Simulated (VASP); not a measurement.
# Pt (P6_3/mmc) in VASP: further runs

Runs on Pt. Level: PBEsol. Tasks: relaxation of cell and atoms, single point.

Program: VASP 6.6.1. These are calculated values, not measurements. Logs are shortened: lines on timing, memory, paths and dates and some standing lists are left out, and cuts for length are marked.

**1. The cell of the first run**

It takes space group P6_3/mmc (No. 194, hexagonal). Conventional cell: a = 3.558 Å, b = 3.558 Å, c = 5.870 Å, α = 90.00°, β = 90.00°, γ = 120.00°. Within 2.9 Å of Pt (site symmetry 3m) lie 4 Pt at 2.18 to 2.20 Å.

This isn't the form of Pt at room conditions, which is fcc.

**2. Relaxation of cell and atoms, PBEsol**

File INCAR:

```
SYSTEM = Pt
ALGO     = Normal         ! electronic algorithm
EDIFF    = 1E-7           ! SCF threshold, eV
EDIFFG   = -0.04          ! ionic threshold
ENCUT    = 600            ! plane-wave cutoff, eV
GGA      = PS             ! functional
IBRION   = 2              ! ionic algorithm
ISIF     = 3              ! what is computed and relaxed
ISMEAR   = 0              ! smearing method
LASPH    = .TRUE.         ! aspherical terms in the spheres
LCHARG   = .FALSE.        ! write CHGCAR
LREAL    = .FALSE.        ! projectors in reciprocal space
LWAVE    = .FALSE.        ! write WAVECAR
NELM     = 100            ! most SCF steps
NSW      = 90             ! ionic steps
PREC     = Accurate       ! precision mode
SIGMA    = 0.1            ! smearing width, eV
```

File KPOINTS:

```
k-points
0
G
  6 6 4
  0 0 0
```

File POSCAR:

```
Pt
1.0
    3.5578603427      0.0000000000      0.0000000000
   -1.7789301714      3.0811974399      0.0000000000
    0.0000000000      0.0000000000      5.8704695655
Pt
4
Direct
    0.3333333333      0.6666666667      0.4375000000
    0.6666666667      0.3333333333      0.9375000000
    0.6666666667      0.3333333333      0.5625000000
    0.3333333333      0.6666666667      0.0625000000
```

Potentials or basis: VASP PAW PBE potentials, release 64 (Pt).

Run with:

```console
cat potpaw_PBE.64/Pt/POTCAR > POTCAR
mpirun -np 1 vasp_std > vasp.out
```

OUTCAR:

```text
SYSTEM = Pt
   EDIFF = 1E-7
   EDIFFG = -0.04
   ENCUT = 600
   GGA = PS
   IBRION = 2
   ISIF = 3
   ISMEAR = 0
   LASPH = .TRUE.
   LREAL = .FALSE.
   NELM = 100
   NSW = 90
   PREC = Accurate

 ion  position               nearest neighbor table
   1  0.333  0.667  0.438-   3 2.18   3 2.18   3 2.18   4 2.20
   2  0.667  0.333  0.938-   4 2.18   4 2.18   4 2.18   3 2.20
   3  0.667  0.333  0.562-   1 2.18   1 2.18   1 2.18   2 2.20
   4  0.333  0.667  0.062-   2 2.18   2 2.18   2 2.18   1 2.20

  LATTYP: Found a hexagonal cell.
 ALAT       =     3.5578603427
 C/A-ratio  =     1.6500000000

  Lattice vectors:

 A1 = (   3.5578603427,   0.0000000000,   0.0000000000)
 A2 = (  -1.7789301714,   3.0811974399,   0.0000000000)
 A3 = (   0.0000000000,   0.0000000000,   5.8704695655)

Analysis of symmetry for initial positions (statically):
=====================================================================
 Subroutine PRICEL returns:
 Original cell was already a primitive cell.

 Routine SETGRP: Setting up the symmetry group for a
 hexagonal supercell.

 Subroutine GETGRP returns: Found 24 space group operations
 (whereof 12 operations were pure point group operations)
 out of a pool of 24 trial point group operations.

The static configuration has the point symmetry D_3d.
 The point group associated with its full space group is D_6h.

Analysis of symmetry for dynamics (positions and initial velocities):
=====================================================================
 Subroutine PRICEL returns:
 Original cell was already a primitive cell.

 Routine SETGRP: Setting up the symmetry group for a
 hexagonal supercell.

 Subroutine GETGRP returns: Found 24 space group operations
 (whereof 12 operations were pure point group operations)
 out of a pool of 24 trial point group operations.

The dynamic configuration has the point symmetry D_3d.
 The point group associated with its full space group is D_6h.

 Subroutine INISYM returns: Found 24 space group operations
 (whereof 12 operations are pure point group operations),
 and found     1 'primitive' translations

----------------------------------------------------------------------------------------

                                     Primitive cell

  volume of cell :      64.3548

  direct lattice vectors                    reciprocal lattice vectors
     3.557860343  0.000000000  0.000000000     0.281067806  0.162274573  0.000000000
    -1.778930171  3.081197440  0.000000000     0.000000000  0.324549147  0.000000000
     0.000000000  0.000000000  5.870469565     0.000000000  0.000000000  0.170344125

  length of vectors
     3.557860343  3.557860343  5.870469565     0.324549147  0.324549147  0.170344125

  position of ions in fractional coordinates (direct lattice)
     0.333333333  0.666666667  0.437500000
     0.666666667  0.333333333  0.937500000
     0.666666667  0.333333333  0.562500000
     0.333333333  0.666666667  0.062500000

  ion indices of the primitive-cell ions
   primitive index   ion index
                 1           1
                 2           2
                 3           3
                 4           4

----------------------------------------------------------------------------------------

 KPOINTS: k-points

Automatic generation of k-mesh.
 Grid dimensions read from file:
 generate k-points for:    6    6    4

 Generating k-lattice:

  Cartesian coordinates                     Fractional coordinates (reciprocal lattice)
     0.046844634  0.027045762  0.000000000     0.166666667  0.000000000  0.000000000
     0.000000000  0.054091524  0.000000000     0.000000000  0.166666667  0.000000000
     0.000000000  0.000000000  0.042586031     0.000000000  0.000000000  0.250000000

  Length of vectors
     0.054091524  0.054091524  0.042586031

  Shift w.r.t. Gamma in fractional coordinates (k-lattice)
     0.000000000  0.000000000  0.000000000

 Subroutine IBZKPT returns following result:
 ===========================================

 Found     21 irreducible k-points:

 Following reciprocal coordinates:
            Coordinates               Weight
  0.000000  0.000000  0.000000      1.000000
  0.166667 -0.000000  0.000000      6.000000
  0.333333 -0.000000  0.000000      6.000000
  0.500000 -0.000000  0.000000      3.000000
  0.166667  0.166667  0.000000      6.000000
  0.333333  0.166667  0.000000     12.000000
[... 13 lines left out ...]
  0.333333  0.166667  0.500000     12.000000
  0.333333  0.333333  0.500000      2.000000
   k-points           NKPTS =     21   k-points in BZ     NKDIM =     21   number of bands    NBANDS=     24
   number of dos      NEDOS =    301   number of ions     NIONS =      4
   total plane-waves  NPLWV =  37632
   dimension x,y,z NGX =    28 NGY =   28 NGZ =   48
   dimension x,y,z NGXF=    56 NGYF=   56 NGZF=   96
   ions per type =               4
   NGX,Y,Z   is equivalent  to a cutoff of  13.08, 13.08, 13.59 a.u.
   NGXF,Y,Z  is equivalent  to a cutoff of  26.17, 26.17, 27.19 a.u.
 SYSTEM =  Pt
   PREC   = accura    normal or accurate (medium, high low for compatibility)
   ISTART =      0    job   : 0-new  1-cont  2-samecut
   ICHARG =      2    charge: 1-file 2-atom 10-const
   ISPIN  =      1    spin polarized calculation?
   LNONCOLLINEAR =      F non collinear calculations
   LSORBIT =      F    spin-orbit coupling
   LASPH  =      T    aspherical Exc in radial PAW
   ENCUT  =  600.0 eV  44.10 Ry    6.64 a.u.   7.11  7.11 11.72*2*pi/ulx,y,z
   NELM   =    100;   NELMIN=  2; NELMDL= -5     # of ELM steps
   EDIFF  = 0.1E-06   stopping-criterion for ELM
   LREAL  =      F    real-space projection
   EDIFFG = -.4E-01   stopping-criterion for IOM
   NSW    =     90    number of steps for IOM
   IBRION =      2    ionic relax: 0-MD 1-quasi-New 2-CG
   NFREE  =      1    steps in history (QN), initial steepest desc. (CG)
   ISIF   =      3    stress and relaxation
   ISYM   =      2    0-nonsym 1-usesym 2-fastsym
   POTIM  = 0.5000    time-step for ionic-motion
   TEBEG  =    0.0;   TEEND  =   0.0 temperature during run
   PSTRESS=    0.0 pullay stress
   NELECT =      40.0000    total number of electrons
   NUPDOWN=      -1.0000    fix difference up-down
   EMIN   =  10.00;   EMAX   =-10.00  energy-range for DOS
   EFERMI =   0.00;   METHOD = LEGACY
   ISMEAR =     0;   SIGMA  =   0.10  broadening in eV -4-tet -1-fermi 0-gaus
   EFERMI_NEDOS =   21; number of points for ismear=-14 and -15
   IALGO  =     38    algorithm
   IMIX   =      4    mixing-type and parameters
     AMIX     =   0.40;   BMIX     =  1.00
     AMIX_MAG =   1.60;   BMIX_MAG =  1.00
  volume/ion in A,a.u.               =      16.09       108.57
  Fermi-wavevector in a.u.,A,eV,Ry     =   1.397122  2.640178 26.557900  1.951951
  Thomas-Fermi vector in A             =   2.520409
   LORBIT       =      0    0 simple, 1 ext, 2 COOP (PROOUT), +10 PAW based schemes
   GGA     = PS    functional components
   LHFCALC =     F    Hartree Fock is set to
   AEXX    =    0.0000 exact exchange contribution
   IVDW    =     0    specifies the selected vdW correction
   LEPSILON=     F    determine dielectric tensor
   LRPA    =     F    only Hartree local field effects (RPA)
 conjugate gradient relaxation of ions
 non-spin polarized calculation
 Gauss-broadening in eV      SIGMA  =   0.10
  energy-cutoff  :      600.00
  volume of cell :       64.35
 maximum number of plane-waves:      2172
   NGX = 15   NGY = 15   NGZ = 23

--------------------------------------- Ionic step        1  -------------------------------------------

 number of electron      39.9999998 magnetization

 Free energy of the ion-electron system (eV)
  ---------------------------------------------------
  ext. energy  EPLUGINS =         0.00000000
  ---------------------------------------------------
  free energy    TOTEN  =       -15.83513908 eV

  energy without entropy =      -15.80874090  energy(sigma->0) =      -15.82193999

 E-fermi :  11.0620     XC(G=0): -12.8509

 val. band max:       11.0581827556   @ k =   0.5000  -0.0000   0.0000
 cond. band min:      11.1415535975   @ k =   0.5000  -0.0000   0.2500
 fundamental gap:      0.0833708418
 Fermi energy:        11.0619910530

 k-point     1 :       0.0000    0.0000    0.0000
  band No.  band energies     occupation
      1       0.5259      2.00000
      2       2.7058      2.00000
      3       2.7058      2.00000
      4       3.1415      2.00000
      5       3.1415      2.00000
      6       3.1919      2.00000
[... 631 lines left out ...]
--------------------------------------- Ionic step        3  -------------------------------------------

 number of electron      40.0000001 magnetization

 E-fermi :  -0.9233     XC(G=0):  -7.2264

 val. band max:       -0.9275742391   @ k =   0.3333  -0.0000   0.0000
 cond. band min:      -0.9164065585   @ k =   0.1667  -0.0000   0.2500
 fundamental gap:      0.0111676805
 Fermi energy:        -0.9232558904

 k-point     1 :       0.0000    0.0000    0.0000
  band No.  band energies     occupation
      1      -4.1028      2.00000
      2      -3.0089      2.00000
      3      -2.7970      2.00000
      4      -2.5738      2.00000
      5      -2.5738      2.00000
      6      -2.5479      2.00000
[... 587 lines left out ...]
  FREE ENERGIE OF THE ION-ELECTRON SYSTEM (eV)
  ---------------------------------------------------
  free  energy   TOTEN  =       -13.3515703473 eV

  energy  without entropy=      -13.2403144670  energy(sigma->0) =      -13.29594241

 E-fermi :   0.5241     XC(G=0):  -8.3113

 val. band max:        0.5054736361   @ k =   0.1667   0.1667   0.5000
 cond. band min:       0.5327527573   @ k =   0.5000  -0.0000   0.0000
 fundamental gap:      0.0272791212
 Fermi energy:         0.5240729166

 k-point     1 :       0.0000    0.0000    0.0000
  band No.  band energies     occupation
      1      -3.6986      2.00000
      2      -2.3628      2.00000
      3      -2.0453      2.00000
      4      -1.8682      2.00000
      5      -1.8682      2.00000
      6      -1.7752      2.00000
[... 556 lines left out ...]
     23       1.3215      0.00000
     24       1.3215      0.00000

 E-fermi :   4.1460     XC(G=0): -10.3075

 val. band max:        4.1306380793   @ k =   0.1667   0.1667   0.5000
 cond. band min:       4.1653286036   @ k =   0.0000   0.0000   0.0000
 fundamental gap:      0.0346905243
 Fermi energy:         4.1460169420

 k-point     1 :       0.0000    0.0000    0.0000
  band No.  band energies     occupation
      1      -2.4544      2.00000
      2      -0.6109      2.00000
      3      -0.1960      2.00000
      4      -0.1803      2.00000
      5      -0.1803      2.00000
      6      -0.1051      2.00000
[... 556 lines left out ...]
     23       5.3106      0.00000
     24       5.3106      0.00000

[... ionic steps 4 to 10 ...]

--------------------------------------- Ionic step       11  -------------------------------------------

 number of electron      39.9999998 magnetization

------------------------ aborting loop because EDIFF is reached ----------------------------------------
[... 71 lines left out ...]
--------------------------------------- Ionic step       13  -------------------------------------------

 number of electron      39.9999999 magnetization

 Free energy of the ion-electron system (eV)
  ---------------------------------------------------
  ext. energy  EPLUGINS =         0.00000000
  ---------------------------------------------------
  free energy    TOTEN  =       -22.92449162 eV

  energy without entropy =      -22.89481593  energy(sigma->0) =      -22.90965377

 E-fermi :   5.4639     XC(G=0): -10.8691

 val. band max:        5.4577925042   @ k =   0.0000   0.0000   0.2500
 cond. band min:       5.4646375389   @ k =   0.1667   0.1667   0.5000
 fundamental gap:      0.0068450347
 Fermi energy:         5.4638671294

 k-point     1 :       0.0000    0.0000    0.0000
  band No.  band energies     occupation
      1      -1.9428      2.00000
      2       0.0037      2.00000
      3       0.4440      2.00000
      4       0.4440      2.00000
      5       0.4632      2.00000
      6       0.4632      2.00000
[... 587 lines left out ...]
  FREE ENERGIE OF THE ION-ELECTRON SYSTEM (eV)
  ---------------------------------------------------
  free  energy   TOTEN  =       -22.9244916184 eV

  energy  without entropy=      -22.8948159273  energy(sigma->0) =      -22.90965377

 reached required accuracy - stopping structural energy minimisation
```

It took 2.7 min on 1 thread of Intel Xeon 6975P-C (Granite Rapids), shared host; peak memory 0.2 GiB.

What came out:

- Free energy: -22.9245 eV
- Relaxed volume: 22.93 Å³/atom
- Relaxed cell: a = 4.006 Å, b = 4.006 Å, c = 6.598 Å, α = 90.00°, β = 90.00°, γ = 120.00°
- Space group after relaxing (to 0.1 Å): P6_3/mmc (No. 194)
- Pressure after relaxing: 0.0 GPa
- Largest force after relaxing: 0.012 eV/Å
- Band gap on the k mesh: zero (bands 20 and 21 overlap by 0.57 eV)

Forces in eV/Å, atoms in the order of the input:
```
Pt   0.000  0.000 -0.012
Pt   0.000  0.000 -0.012
Pt   0.000  0.000  0.012
Pt   0.000  0.000  0.012
```

Final structure:
```
Pt
1.0
     4.00637    0.00000    0.00000
    -2.00318    3.46962    0.00000
     0.00000    0.00000    6.59814
Pt
4
Direct
  0.33333 0.66667 0.43542
  0.66667 0.33333 0.93542
  0.66667 0.33333 0.56458
  0.33333 0.66667 0.06458
```

Levels at points of the mesh, in eV from the Fermi level:
```csv
k point,band 17,band 18,band 19,band 20,band 21,band 22,band 23,band 24
"(0.00, 0.00, 0.00)",-1.58,-1.58,-0.23,-0.23,0.06,0.06,1.07,8.09
"(0.50, 0.00, 0.00)",-1.43,-0.79,-0.09,0.10,0.12,0.39,2.12,2.27
"(0.00, 0.00, 0.50)",-1.72,-1.72,-0.14,-0.14,-0.14,-0.14,4.94,4.94
"(0.50, 0.00, 0.50)",-0.54,-0.54,-0.38,-0.38,0.22,0.22,1.08,1.08
```

Caveat: the volume moved by over 15 % at a fixed basis, so the end points are rough; the PAW data sets were made with another functional, which shifts forces and pressure a little; spin-orbit coupling is left out, which moves the levels of the heavy elements.

[end of part 1 of 2]
